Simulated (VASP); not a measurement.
# SiC (P6_3mc) in VASP: notebook, part 3 of 3

VASP 6.6.1.

### 6 Single point, PBE (volume scaled by 0.98)

File INCAR:

```
  ALGO = Normal
  EDIFF = 1E-6
  ENCUT = 520
  GGA = PE
  ISIF = 2
  ISMEAR = -1
  LASPH = True
  LCHARG = False
  LREAL = False
  LWAVE = False
  NBANDS = 16
  NELM = 80
  PREC = Accurate
  SIGMA = 0.08
```

File KPOINTS:

```
k-points
0
Gamma
  15 15 8
```

File POSCAR:

```
SiC
1.0
    3.0553533011      0.0000000000      0.0000000000
   -1.5276766505      2.6460135763      0.0000000000
    0.0000000000      0.0000000000      5.0141197845
Si C
2 2
Direct
    0.3333333333      0.6666666667      0.0000000000
    0.6666666667      0.3333333333      0.5000000000
    0.3333333333      0.6666666667      0.3850000000
    0.6666666667      0.3333333333      0.8850000000
```

Potentials or basis: VASP PAW PBE potentials, release 64 (Si, C).

Command:

```console
cat potpaw_PBE.64/Si/POTCAR potpaw_PBE.64/C/POTCAR > POTCAR
mpirun -np 1 vasp_std > vasp.out
```

OUTCAR:

```text
EDIFF = 1E-6
   ENCUT = 520
   GGA = PE
   ISIF = 2
   ISMEAR = -1
   LASPH = True
   LREAL = False
   NELM = 80
   PREC = Accurate

 ion  position               nearest neighbor table
   1  0.333  0.667  0.000-   4 1.86   4 1.86   4 1.86   3 1.93   2 3.07   2 3.07   2 3.07   2 3.07
                             2 3.07   2 3.07
   2  0.667  0.333  0.500-   3 1.86   3 1.86   3 1.86   4 1.93   1 3.07   1 3.07   1 3.07   1 3.07
                             1 3.07   1 3.07
   3  0.333  0.667  0.385-   2 1.86   2 1.86   2 1.86   1 1.93
   4  0.667  0.333  0.885-   1 1.86   1 1.86   1 1.86   2 1.93

  LATTYP: Found a hexagonal cell.
 ALAT       =     3.0553533011
 C/A-ratio  =     1.6410932846

  Lattice vectors:

 A1 = (   3.0553533011,   0.0000000000,   0.0000000000)
 A2 = (  -1.5276766505,   2.6460135763,   0.0000000000)
 A3 = (   0.0000000000,   0.0000000000,   5.0141197845)

Analysis of symmetry for initial positions (statically):
=====================================================================
 Subroutine PRICEL returns:
 Original cell was already a primitive cell.

 Routine SETGRP: Setting up the symmetry group for a
 hexagonal supercell.

 Subroutine GETGRP returns: Found 12 space group operations
 (whereof  6 operations were pure point group operations)
 out of a pool of 24 trial point group operations.

The static configuration has the point symmetry C_3v.
 The point group associated with its full space group is C_6v.

Analysis of symmetry for dynamics (positions and initial velocities):
=====================================================================
 Subroutine PRICEL returns:
 Original cell was already a primitive cell.

 Routine SETGRP: Setting up the symmetry group for a
 hexagonal supercell.

 Subroutine GETGRP returns: Found 12 space group operations
 (whereof  6 operations were pure point group operations)
[... 120 lines left out ...]
   EMIN   =  10.00;   EMAX   =-10.00  energy-range for DOS
   EFERMI =   0.00;   METHOD = LEGACY
   ISMEAR =    -1;   SIGMA  =   0.08  broadening in eV -4-tet -1-fermi 0-gaus
   EFERMI_NEDOS =   21; number of points for ismear=-14 and -15
   IALGO  =     38    algorithm
   IMIX   =      4    mixing-type and parameters
     AMIX     =   0.40;   BMIX     =  1.00
     AMIX_MAG =   1.60;   BMIX_MAG =  1.00
  volume/ion in A,a.u.               =      10.13        68.39
  Fermi-wavevector in a.u.,A,eV,Ry     =   1.200878  2.269330 19.621058  1.442107
  Thomas-Fermi vector in A             =   2.336702
   LORBIT       =      0    0 simple, 1 ext, 2 COOP (PROOUT), +10 PAW based schemes
   GGA     = PE    functional components
   LHFCALC =     F    Hartree Fock is set to
   AEXX    =    0.0000 exact exchange contribution
   IVDW    =     0    specifies the selected vdW correction
   LEPSILON=     F    determine dielectric tensor
   LRPA    =     F    only Hartree local field effects (RPA)
 non-spin polarized calculation
  energy-cutoff  :      520.00
  volume of cell :       40.54
 maximum number of plane-waves:      1108
 NGX is ok and might be reduce to    24
   NGX = 11   NGY = 11   NGZ = 19

 number of electron      15.9999999 magnetization

 Free energy of the ion-electron system (eV)
  ---------------------------------------------------
  ext. energy  EPLUGINS =         0.00000000
  ---------------------------------------------------
  free energy    TOTEN  =       -30.03615082 eV

  energy without entropy =      -30.03615082  energy(sigma->0) =      -30.03615082

 E-fermi :   9.8095     XC(G=0): -11.4370

 val. band max:        8.6395629675   @ k =   0.0000   0.0000   0.0000
 cond. band min:      10.9246749293   @ k =   0.3333   0.3333   0.0000
 fundamental gap:      2.2851119617
 Fermi energy:         9.8094932848

 k-point     1 :       0.0000    0.0000    0.0000
  band No.  band energies     occupation
      1      -7.2464      2.00000
      2      -3.6666      2.00000
      3      -0.1735      2.00000
      4       7.0741      2.00000
      5       7.0741      2.00000
      6       8.3652      2.00000
[... 433 lines left out ...]
      3       1.0886      2.00000
      4       2.3091      2.00000
      5       2.7930      2.00000
      6       3.7972      2.00000
[... 8 lines left out ...]
     15      19.7938      0.00000
     16      20.6883      0.00000

 [... further k-points ...]
[... 5 lines left out ...]
  --------------------------------------------------------------------------------------
  -------------------------------------------------------------------------------------
  Total        2.6076075      2.6076075      1.1655633      0.0000000      0.0000000      0.0000000
  in kB      103.0634289    103.0634289     46.0678816      0.0000000      0.0000000      0.0000000
  external PRESSURE =      84.0649131 kB  Pullay stress =       0.0000000 kB

 VOLUME and BASIS-vectors are now :
 -----------------------------------------------------------------------------
  energy-cutoff  :      520.00
  volume of cell :       40.54
      direct lattice vectors                 reciprocal lattice vectors
     3.055353301  0.000000000  0.000000000     0.327294392  0.188963505  0.000000000
    -1.527676650  2.646013576  0.000000000     0.000000000  0.377927010  0.000000000
     0.000000000  0.000000000  5.014119785     0.000000000  0.000000000  0.199436799

 POSITION                                       TOTAL-FORCE (eV/Angst)
 -----------------------------------------------------------------------------------
     -0.00000      1.76401      0.00000         0.000000     -0.000000      0.784950
      1.52768      0.88200      2.50706         0.000000      0.000000      0.784950
     -0.00000      1.76401      1.93044        -0.000000      0.000000     -0.784950
      1.52768      0.88200      4.43750         0.000000     -0.000000     -0.784950
 -----------------------------------------------------------------------------------
    total drift:                                0.000000      0.000000     -0.000110

  FREE ENERGIE OF THE ION-ELECTRON SYSTEM (eV)
  ---------------------------------------------------
  free  energy   TOTEN  =       -30.0361508230 eV

  energy  without entropy=      -30.0361508152  energy(sigma->0) =      -30.03615082
```

Wall time 46 s (1 thread of Intel Xeon Platinum 8488C (Sapphire Rapids), shared host); peak memory 0.2 GiB.

What came out:

```
Free energy            : -30.0362 eV
Pressure               : 8.4 GPa
Largest force          : 0.785 eV/Å
Band gap on the k mesh : 2.29 eV, indirect (least direct gap 4.13 eV)
```

Forces on the atoms (eV/Å):
```
Si   0.000  0.000  0.785
Si   0.000  0.000  0.785
C    0.000  0.000 -0.785
C    0.000  0.000 -0.785
```

Stress tensor (GPa, compression positive):
```
10.31  0.00  0.00
 0.00 10.31  0.00
 0.00  0.00  4.61
```

### 7 Overview

```csv
cell,gap on the mesh (eV),pressure (GPa),largest force (eV/Å)
"a = 3.014, b = 3.014, c = 5.048 Å, angles 90.0, 90.0, 120.0°, 4 atoms",2.30,14.2,1.00
"a = 3.107, b = 3.107, c = 5.048 Å, angles 90.0, 90.0, 120.0°, 4 atoms",2.34,-0.9,0.65
"a = 3.168, b = 3.168, c = 5.048 Å, angles 90.0, 90.0, 120.0°, 4 atoms",2.20,-8.7,0.50
"a = 3.013, b = 3.013, c = 4.945 Å, angles 90.0, 90.0, 120.0°, 4 atoms",2.21,19.4,0.85
"a = 3.055, b = 3.055, c = 5.014 Å, angles 90.0, 90.0, 120.0°, 4 atoms",2.29,8.4,0.78
```

Alike in all rows: task single point; level PBE; potentials or basis VASP PAW PBE potentials, release 64 (Si, C); no spin polarisation; k mesh 15 × 15 × 8; cutoff (eV) 520; smearing fermi-dirac 0.08 eV.

Total energies depend on the potentials used, so only differences within one code and one set of settings carry meaning.
